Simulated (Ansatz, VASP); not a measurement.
# TiSi2: VASP beside Ansatz

```
Ti Si
1.0
     0.00000    4.11752    4.34816
     2.38951    0.00000    4.34816
     2.38951    4.11752    0.00000
Ti Si
2 4
Cartesian
  3.5843 6.1763 6.5222
  2.3895 4.1175 4.3482
  1.1948 3.3975 2.1741
  1.1948 0.7200 2.1741
  2.3895 1.3387 4.3482
  2.3895 6.8963 4.3482
```

Alike in both runs: functional PBE; k mesh 6 × 6 × 6; occupations fermi-dirac, width 0.05 eV; no spin polarisation.

|  | VASP | Ansatz |
| --- | --- | --- |
| version | VASP 6.6.1 | Ansatz 0.2.0 |
| potentials or method | VASP PAW PBE potentials, release 64 (Ti_sv, Si) | Ansatz PAW |
| plane-wave cutoff (eV) | 520 | 420 |
| valence electrons in the cell | 40 | 40 |
| task | single point | band structure |

|  | VASP | Ansatz | Ansatz less VASP |
| --- | --- | --- | --- |
| gap on the k mesh at the Fermi level (eV) | none | none | - |
| pressure (GPa) | -1.2 | -1.2 | 0.00 |
| traceless stress, the component that is largest in VASP (GPa) | -5.13 | -5.13 | -0.005 |
| rms of the force components (eV/Å) | 0.015 | 0.016 | +0.0003 |

Atom by atom the forces differ by 0.000 eV/Å (rms over components). A gap of «none» marks a metal or a gap that the smearing closes. The functional is the same, so the differences come from potentials, cutoffs and numerics.
